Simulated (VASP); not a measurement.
# Si6C in VASP: a series of runs

Si6C is run at these levels: PBE; tasks: single point.

All numbers are computed with VASP 6.6.1; they aren't measurements. Logs are shortened: lines on timing, memory, paths and dates and some standing lists are left out, and cuts for length are marked.

### Step 1. The cell of the first run

The cell holds a slab with vacuum, 7 atoms: a = 3.868 Å, b = 5.470 Å, c = 19.224 Å, α = 90.00°, β = 90.00°, γ = 90.00°.

### Step 2. Single point, PBE, collinear spin

File INCAR:

```
PREC = Accurate
ENCUT = 520
EDIFF = 1E-7
ISMEAR = 0
SIGMA = 0.05
LREAL = False
LASPH = True
NELM = 150
ALGO = Fast
ISIF = 2
LWAVE = False
LCHARG = False
ISPIN = 2
MAGMOM = 0 0 0 0 0 0 2
LORBIT = 11
LDIPOL = True
IDIPOL = 3
DIPOL = 0.5 0.5 0.322
GGA = PE
NBANDS = 27
```

File KPOINTS:

```
Automatic mesh
0
Gamma
  7 5 1
```

File POSCAR:

```
Si6C
1.0
    3.8675355695      0.0000000000      0.0000000000
    0.0000000000      5.4695212554      0.0000000000
    0.0000000000      0.0000000000     19.2238421873
Si C
6 1
Direct
    0.5000000000      0.0000000000      0.2080749499
    0.0000000000      0.2500000000      0.2080749499
    0.0000000000      0.5024402184      0.3062861000
    0.5000000000      0.7475597816      0.3062861000
    0.5000000000      0.0098635014      0.4017845190
    0.0000000000      0.2401364986      0.4017845190
    0.5000000000      0.3431968348      0.4195276739
```

Potentials or basis: VASP PAW PBE potentials, release 64 (Si, C).

The run is started by

```
> cat potpaw_PBE.64/Si/POTCAR potpaw_PBE.64/C/POTCAR > POTCAR
> mpirun -np 1 vasp_std > vasp.out
```

OUTCAR:

```text
PREC = Accurate
   ENCUT = 520
   EDIFF = 1E-7
   ISMEAR = 0
   LREAL = False
   LASPH = True
   NELM = 150
   ISIF = 2
   ISPIN = 2
   LORBIT = 11
   GGA = PE

 ion  position               nearest neighbor table
   1  0.500  0.000  0.208-   4 2.34   2 2.37   2 2.37
   2  0.000  0.250  0.208-   3 2.34   1 2.37   1 2.37
   3  0.000  0.502  0.306-   6 2.33   2 2.34   4 2.35   4 2.35
   4  0.500  0.748  0.306-   5 2.33   1 2.34   3 2.35   3 2.35
   5  0.500  0.010  0.402-   7 1.85   6 2.31   6 2.31   4 2.33
   6  0.000  0.240  0.402-   7 2.04   7 2.04   5 2.31   5 2.31   3 2.33
   7  0.500  0.343  0.420-   5 1.85   6 2.04   6 2.04

  LATTYP: Found a simple orthorhombic cell.
 ALAT       =     3.8675355695
 B/A-ratio  =     1.4142135624
 C/A-ratio  =     4.9705663573

  Lattice vectors:

 A1 = (   3.8675355695,   0.0000000000,   0.0000000000)
 A2 = (   0.0000000000,   5.4695212554,   0.0000000000)
 A3 = (   0.0000000000,   0.0000000000,  19.2238421873)

Analysis of symmetry for initial positions (statically):
=====================================================================
 Subroutine PRICEL returns:
 Original cell was already a primitive cell.

 Routine SETGRP: Setting up the symmetry group for a
 simple orthorhombic supercell.

 Subroutine GETGRP returns: Found  2 space group operations
 (whereof  2 operations were pure point group operations)
 out of a pool of  8 trial point group operations.

The static configuration has the point symmetry C_1h.

Analysis of symmetry for dynamics (positions and initial velocities):
=====================================================================
 Subroutine PRICEL returns:
 Original cell was already a primitive cell.

 Routine SETGRP: Setting up the symmetry group for a
 simple orthorhombic supercell.

 Subroutine GETGRP returns: Found  2 space group operations
 (whereof  2 operations were pure point group operations)
 out of a pool of  8 trial point group operations.

The dynamic configuration has the point symmetry C_1h.

Analysis of structural, dynamic, and magnetic symmetry:
=====================================================================
 Subroutine PRICEL returns:
 Original cell was already a primitive cell.

 Routine SETGRP: Setting up the symmetry group for a
 simple orthorhombic supercell.

 Subroutine GETGRP returns: Found  2 space group operations
 (whereof  2 operations were pure point group operations)
 out of a pool of  8 trial point group operations.

The overall configuration has the point symmetry C_1h.

 Subroutine INISYM returns: Found  2 space group operations
 (whereof  2 operations are pure point group operations),
 and found     1 'primitive' translations

----------------------------------------------------------------------------------------

                                     Primitive cell

  volume of cell :     406.6529

  direct lattice vectors                    reciprocal lattice vectors
     3.867535570  0.000000000  0.000000000     0.258562586  0.000000000  0.000000000
     0.000000000  5.469521255  0.000000000     0.000000000  0.182831358  0.000000000
     0.000000000  0.000000000 19.223842187     0.000000000  0.000000000  0.052018737

  length of vectors
     3.867535570  5.469521255 19.223842187     0.258562586  0.182831358  0.052018737

  position of ions in fractional coordinates (direct lattice)
     0.500000000  0.000000000  0.208074950
     0.000000000  0.250000000  0.208074950
     0.000000000  0.502440218  0.306286100
     0.500000000  0.747559782  0.306286100
     0.500000000  0.009863501  0.401784519
     0.000000000  0.240136499  0.401784519
     0.500000000  0.343196835  0.419527674

  ion indices of the primitive-cell ions
   primitive index   ion index
                 1           1
                 2           2
                 3           3
                 4           4
                 5           5
                 6           6
                 7           7

----------------------------------------------------------------------------------------

 KPOINTS: Automatic mesh

Automatic generation of k-mesh.
 Grid dimensions read from file:
[... 42 lines left out ...]
 SYSTEM =  unknown system
   PREC   = accura    normal or accurate (medium, high low for compatibility)
   ISTART =      0    job   : 0-new  1-cont  2-samecut
   ICHARG =      2    charge: 1-file 2-atom 10-const
   ISPIN  =      2    spin polarized calculation?
   LNONCOLLINEAR =      F non collinear calculations
   LSORBIT =      F    spin-orbit coupling
   LASPH  =      T    aspherical Exc in radial PAW
   ENCUT  =  520.0 eV  38.22 Ry    6.18 a.u.   7.19 10.17 35.74*2*pi/ulx,y,z
   NELM   =    150;   NELMIN=  2; NELMDL= -5     # of ELM steps
   EDIFF  = 0.1E-06   stopping-criterion for ELM
   LREAL  =      F    real-space projection
   EDIFFG = 0.1E-05   stopping-criterion for IOM
   NSW    =      0    number of steps for IOM
   IBRION =     -1    ionic relax: 0-MD 1-quasi-New 2-CG
   NFREE  =      0    steps in history (QN), initial steepest desc. (CG)
   ISIF   =      2    stress and relaxation
   ISYM   =      2    0-nonsym 1-usesym 2-fastsym
   POTIM  = 0.5000    time-step for ionic-motion
   TEBEG  =    0.0;   TEEND  =   0.0 temperature during run
   PSTRESS=    0.0 pullay stress
   NELECT =      28.0000    total number of electrons
   NUPDOWN=      -1.0000    fix difference up-down
   EMIN   =  10.00;   EMAX   =-10.00  energy-range for DOS
   EFERMI =   0.00;   METHOD = LEGACY
   ISMEAR =     0;   SIGMA  =   0.05  broadening in eV -4-tet -1-fermi 0-gaus
   EFERMI_NEDOS =   21; number of points for ismear=-14 and -15
   IALGO  =     68    algorithm
   IMIX   =      4    mixing-type and parameters
     AMIX     =   0.40;   BMIX     =  1.00
     AMIX_MAG =   1.60;   BMIX_MAG =  1.00
  volume/ion in A,a.u.               =      58.09       392.03
  Fermi-wavevector in a.u.,A,eV,Ry     =   0.670995  1.267998  6.125817  0.450235
  Thomas-Fermi vector in A             =   1.746681
   LORBIT       =     11    0 simple, 1 ext, 2 COOP (PROOUT), +10 PAW based schemes
   GGA     = PE    functional components
   LHFCALC =     F    Hartree Fock is set to
   AEXX    =    0.0000 exact exchange contribution
   IVDW    =     0    specifies the selected vdW correction
   LEPSILON=     F    determine dielectric tensor
   LRPA    =     F    only Hartree local field effects (RPA)
 spin polarized calculation
 RMM-DIIS sequential band-by-band and
 Gauss-broadening in eV      SIGMA  =   0.05
  energy-cutoff  :      520.00
  volume of cell :      406.65
 maximum number of plane-waves:     10975
 NGX is ok and might be reduce to    30
   NGX = 15   NGY = 21   NGZ = 71

 dipolmoment           0.000000      0.000000     -0.001555 electrons x Angstroem

 number of electron      27.9999998 magnetization       0.2381982

 dipolmoment           0.000000      0.000000      0.008811 electrons x Angstroem

 Free energy of the ion-electron system (eV)
  ---------------------------------------------------
  ext. energy  EPLUGINS =         0.00000000
  ---------------------------------------------------
  free energy    TOTEN  =       -34.68306922 eV

  energy without entropy =      -34.67961132  energy(sigma->0) =      -34.68134027

 E-fermi :  -1.4647     XC(G=0):  -3.7779

 val. band max:       -1.4849116755   @ k =   0.4286   0.2000   0.0000
 cond. band min:      -1.3962138551   @ k =   0.1429   0.0000   0.0000
 fundamental gap:      0.0886978204
 Fermi energy:        -1.4646885178

 spin component 1

 k-point     1 :       0.0000    0.0000    0.0000
  band No.  band energies     occupation
      1     -15.0281      1.00000
      2     -12.2100      1.00000
      3     -10.0239      1.00000
      4      -9.0491      1.00000
      5      -7.4427      1.00000
      6      -6.6466      1.00000
[... 337 lines left out ...]
     25       4.2937      0.00000
     26       4.6139      0.00000
 Fermi energy:        -1.4646885178

 spin component 2

 k-point     1 :       0.0000    0.0000    0.0000
  band No.  band energies     occupation
      1     -15.0248      1.00000
      2     -12.1808      1.00000
      3      -9.9787      1.00000
      4      -9.0266      1.00000
      5      -7.4145      1.00000
      6      -6.6368      1.00000
[... 337 lines left out ...]
     25       4.2984      0.00000
     26       4.7509      0.00000
 [bands above 26 left out]

------------------------ aborting loop because EDIFF is reached ----------------------------------------

 vacuum level on the upper side and lower side of the slab       (xc-potential included)         0.012        -0.046

  FORCE on cell =-STRESS in cart. coord.  units (eV):
  Direction    XX          YY          ZZ          XY          YZ          ZX
  --------------------------------------------------------------------------------------
  -------------------------------------------------------------------------------------
  Total       -2.7860653      1.6459020      0.2162987      0.0000000     -0.5530848      0.0000000
  in kB      -10.9768580      6.4847126      0.8521983      0.0000000     -2.1791065      0.0000000
  external PRESSURE =      -1.2133157 kB  Pullay stress =       0.0000000 kB

 VOLUME and BASIS-vectors are now :
 -----------------------------------------------------------------------------
  energy-cutoff  :      520.00
  volume of cell :      406.65
      direct lattice vectors                 reciprocal lattice vectors
     3.867535570  0.000000000  0.000000000     0.258562586  0.000000000  0.000000000
     0.000000000  5.469521255  0.000000000     0.000000000  0.182831358  0.000000000
     0.000000000  0.000000000 19.223842187     0.000000000  0.000000000  0.052018737

 POSITION                                       TOTAL-FORCE (eV/Angst)
 -----------------------------------------------------------------------------------
      1.93377      0.00000      4.00000         0.000000      0.690681      0.094564
      0.00000      1.36738      4.00000         0.000000     -0.643380      0.310321
      0.00000      2.74811      5.88800         0.000000      0.513809     -0.613585
      1.93377      4.08879      5.88800         0.000000     -0.429547     -0.332637
      1.93377      0.05395      7.72384         0.000000     -1.293838      0.052021
      0.00000      1.31343      7.72384         0.000000      1.814587      0.481659
      1.93377      1.87712      8.06493         0.000000     -0.652311      0.007657
 -----------------------------------------------------------------------------------
    total drift:                                0.000000     -0.000060     -0.000047

  FREE ENERGIE OF THE ION-ELECTRON SYSTEM (eV)
  ---------------------------------------------------
  free  energy   TOTEN  =       -34.6830692170 eV

  energy  without entropy=      -34.6796113221  energy(sigma->0) =      -34.68134027

 vacuum level on the upper side and lower side of the slab         3.287         3.222

 total charge

# of ion       s       p       d       tot
------------------------------------------
    1        0.799   0.837   0.000   1.635
    2        0.793   0.833   0.000   1.626
    3        0.779   0.893   0.000   1.671
    4        0.769   0.894   0.000   1.664
    5        0.806   0.892   0.000   1.698
    6        0.761   0.841   0.000   1.603
    7        0.939   1.324   0.000   2.263
--------------------------------------------------
tot          5.646   6.514   0.000  12.160

 magnetization (x)

# of ion       s       p       d       tot
------------------------------------------
    1       -0.004  -0.041   0.000  -0.045
    2        0.016   0.081   0.000   0.097
    3       -0.002  -0.001   0.000  -0.003
    4        0.004   0.012   0.000   0.016
    5        0.003   0.011   0.000   0.014
    6        0.005   0.008   0.000   0.012
    7        0.002  -0.010   0.000  -0.008
--------------------------------------------------
tot          0.024   0.060   0.000   0.084
```

Run time: 18 min. Hardware: 1 thread of Oxide Virtual Turin-like, shared host; peak memory 0.62 GiB.

What came out:

* Free energy: -34.6831 eV
* Largest force: 1.877 eV/Å
* Net moment: 0.24 μB per cell
* Site moments: Si -0.04, +0.10, -0.00, +0.02, +0.01 (each value once); C -0.01 μB
* Valence electrons inside the program's atomic spheres: Si 1.64, 1.63, 1.67, 1.66, 1.70, 1.60; C 2.26

Forces in eV/Å, atoms in the order of the input:
```
Si   0.000  0.691  0.095
Si   0.000 -0.643  0.310
Si   0.000  0.514 -0.614
Si   0.000 -0.430 -0.333
Si   0.000 -1.294  0.052
Si   0.000  1.815  0.482
C    0.000 -0.652  0.008
```

(Continued in part 2 of 2.)
